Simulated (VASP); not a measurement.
# C (R-3m) in VASP: a series of runs, part 3 of 3

VASP 6.6.1. Earlier steps stand in the parts before.

### Step 6. Phonons, PBE+D3(BJ) (phonons at volume x 1.02)

File INCAR:

```
PREC = Accurate ; ENCUT = 520
EDIFF = 1E-8 ; ISMEAR = 0
SIGMA = 0.01 ; LREAL = False
LASPH = True ; NELM = 100
ALGO = Normal ; ISIF = 2
LWAVE = False ; LCHARG = False
GGA = PE ; IVDW = 12
NBANDS = 11 ; IBRION = 6
NFREE = 2 ; POTIM = 0.015
NSW = 1
```

File KPOINTS:

```
regular mesh
0
Gamma
  12 12 12
```

File POSCAR:

```
C
1.0
    1.2331470264      0.7119577676      3.4129382659
   -1.2331470264      0.7119577676      3.4129382659
    0.0000000000     -1.4239155353      3.4129382659
C
2
Direct
    0.1665964950      0.1665964950      0.1665964950
    0.8334035050      0.8334035050      0.8334035050
```

Potentials or basis: VASP PAW PBE potentials, release 64 (C).

Run with:

```
cat potpaw_PBE.64/C/POTCAR > POTCAR
mpirun -np 1 vasp_std > vasp.out
```

OUTCAR:

```text
PREC = Accurate
   ENCUT = 520
   EDIFF = 1E-8
   ISMEAR = 0
   LREAL = False
   LASPH = True
   NELM = 100
   ISIF = 2
   GGA = PE
   IVDW = 12
   IBRION = 6
   NFREE = 2
   POTIM = 0.015
   NSW = 1
 IVDW          = 12

 ion  position               nearest neighbor table
   1  0.167  0.167  0.167-   2 1.42   2 1.42   2 1.42
   2  0.833  0.833  0.833-   1 1.42   1 1.42   1 1.42

  LATTYP: Found a trigonal (rhomboedric) cell.
 ALAT       =     3.6980647721
 COS(alpha) =     0.7776123383

  Lattice vectors:

 A1 = (   1.2331470264,   0.7119577676,   3.4129382659)
 A2 = (  -1.2331470264,   0.7119577676,   3.4129382659)
 A3 = (   0.0000000000,  -1.4239155353,   3.4129382659)

Analysis of symmetry for initial positions (statically):
=====================================================================
 Subroutine PRICEL returns:
 Original cell was already a primitive cell.

 Routine SETGRP: Setting up the symmetry group for a
 trigonal (rhombohedral) supercell.

 Subroutine GETGRP returns: Found 12 space group operations
 (whereof 12 operations were pure point group operations)
 out of a pool of 12 trial point group operations.

The static configuration has the point symmetry D_3d.

Analysis of symmetry for dynamics (positions and initial velocities):
=====================================================================
 Subroutine PRICEL returns:
 Original cell was already a primitive cell.

 Routine SETGRP: Setting up the symmetry group for a
 trigonal (rhombohedral) supercell.

 Subroutine GETGRP returns: Found 12 space group operations
 (whereof 12 operations were pure point group operations)
 out of a pool of 12 trial point group operations.

[... 323 lines left out ...]
 fundamental gap:      0.6160242302
 Fermi energy:         4.3634287867

 k-point     1 :       0.0000    0.0000    0.0000
  band No.  band energies     occupation
      1     -15.1041      2.00000
      2      -2.1101      2.00000
      3       1.5157      2.00000
      4       1.5157      2.00000
      5       8.6677      0.00000
      6      12.8726      0.00000
      7      12.8726      0.00000
      8      15.8703      0.00000
      9      17.1166      0.00000
     10      27.2103      0.00000
     11      29.6575      0.00000
[... 309 lines left out ...]
 k-point    24 :      -0.4167    0.1667    0.0000
  band No.  band energies     occupation
      1      -9.3525      2.00000
      2      -8.3175      2.00000
      3      -3.6485      2.00000
      4       3.0374      2.00000
      5       6.1088      0.00000
      6      14.6578      0.00000
      7      15.9298      0.00000
      8      16.9366      0.00000
      9      19.9437      0.00000
     10      23.4851      0.00000
     11      27.4079      0.00000

 [... further k-points ...]

------------------------ aborting loop because EDIFF is reached ----------------------------------------

 Edisp (eV)   -0.30628

 E8    (eV) :    -0.0866
[... 25 lines left out ...]
  FREE ENERGIE OF THE ION-ELECTRON SYSTEM (eV)
  ---------------------------------------------------
  free  energy   TOTEN  =       -18.7320094270 eV

  energy  without entropy=      -18.7320094270  energy(sigma->0) =      -18.73200943

 INTERNAL STRAIN TENSORS FROM DISPLACED ATOMS
 ============================================

 INTERNAL STRAIN TENSOR FOR ION    1 for displacements in x,y,z  (eV/Angst):
          X           Y           Z          XY          YZ          ZX
  --------------------------------------------------------------------------------
  x     0.00000     0.00000     0.00000    11.12261    -0.00000     0.05635
  y    11.12261   -11.12261    -0.00000     0.00000     0.05635    -0.00000
  z    -0.03686    -0.03686     0.20768     0.00000    -0.00000     0.00000

 INTERNAL STRAIN TENSOR FOR ION    2 for displacements in x,y,z  (eV/Angst):
          X           Y           Z          XY          YZ          ZX
  --------------------------------------------------------------------------------
  x    -0.00000    -0.00000    -0.00000   -11.12261     0.00000    -0.05635
  y   -11.12261    11.12261     0.00000    -0.00000    -0.05635     0.00000
  z     0.03686     0.03686    -0.20768     0.00000     0.00000     0.00000

 Eigenvectors and eigenvalues of the dynamical matrix
 ----------------------------------------------------

   1 f  =   46.595363 THz   292.767301 2PiTHz 1554.254015 cm-1   192.702851 meV
             X         Y         Z           dx          dy          dz
      0.000000 -0.000000  1.705751    -0.707107   -0.000000    0.000000
      0.000000 -0.000000  8.533064     0.707107   -0.000000    0.000000
[... 11 lines left out ...]
   4 f  =    0.000001 THz     0.000004 2PiTHz    0.000020 cm-1     0.000002 meV
             X         Y         Z           dx          dy          dz
      0.000000 -0.000000  1.705751     0.110032   -0.692578    0.090714
      0.000000 -0.000000  8.533064     0.110032   -0.692578    0.090714

   5 f/i=    0.000000 THz     0.000002 2PiTHz    0.000013 cm-1     0.000002 meV
             X         Y         Z           dx          dy          dz
      0.000000 -0.000000  1.705751     0.698400    0.107587   -0.025731
      0.000000 -0.000000  8.533064     0.698400    0.107587   -0.025731

   6 f/i=    0.000001 THz     0.000006 2PiTHz    0.000029 cm-1     0.000004 meV
             X         Y         Z           dx          dy          dz
      0.000000 -0.000000  1.705751     0.011400    0.093601    0.700792
      0.000000 -0.000000  8.533064     0.011400    0.093601    0.700792

 ELASTIC MODULI CONTR FROM IONIC RELAXATION (kBar)
 Direction    XX          YY          ZZ          XY          YZ          ZX
 --------------------------------------------------------------------------------
 XX        -206.6604    206.6457      0.0413     -0.0000     -1.0470     -0.0000
 YY         206.6457   -206.6604      0.0413      0.0000      1.0470      0.0000
 ZZ           0.0413      0.0413     -0.2325     -0.0000      0.0000     -0.0000
 XY          -0.0000      0.0000     -0.0000   -206.6531     -0.0000     -1.0470
 YZ          -1.0470      1.0470      0.0000     -0.0000     -0.0053     -0.0000
 ZX          -0.0000      0.0000     -0.0000     -1.0470     -0.0000     -0.0053
 --------------------------------------------------------------------------------
```

stdout:

```text
POSCAR found type information on POSCAR C
 POSCAR found :  1 types and       2 ions
 scaLAPACK will be used
 LDA part: xc-table for (Slater+PW92), standard interpolation
 POSCAR, INCAR and KPOINTS ok, starting setup
 FFT: planning ... GRIDC
 FFT: planning ... GRID_SOFT
 FFT: planning ... GRID
 WAVECAR not read
 entering main loop
 Found     2 degrees of freedom:
 Finite differences POTIM= 0.01500 DOF=   2
 bond charge predicted
 Finite differences progress:
 bond charge predicted
 Finite differences progress:
 bond charge predicted
 Finite differences progress:
 bond charge predicted
 Finite differences progress:
```

Run time: 5.5 min. Hardware: 1 thread of Intel Xeon Platinum 8259CL at 2.50GHz (Skylake/Cascade Lake), shared host; peak memory 0.36 GiB.

Results:

- Highest phonon frequency at Γ: 1554 cm⁻¹
- Dispersion energy per atom: -0.153 eV

Phonon frequencies in cm⁻¹ (negative: imaginary):
| q point | frequencies |
| --- | --- |
| (0.000, 0.000, 0.000) | 0 0 0 865 1554 1554 |

Caveat: the cell differs from its parent crystal (phonons at volume x 1.02).
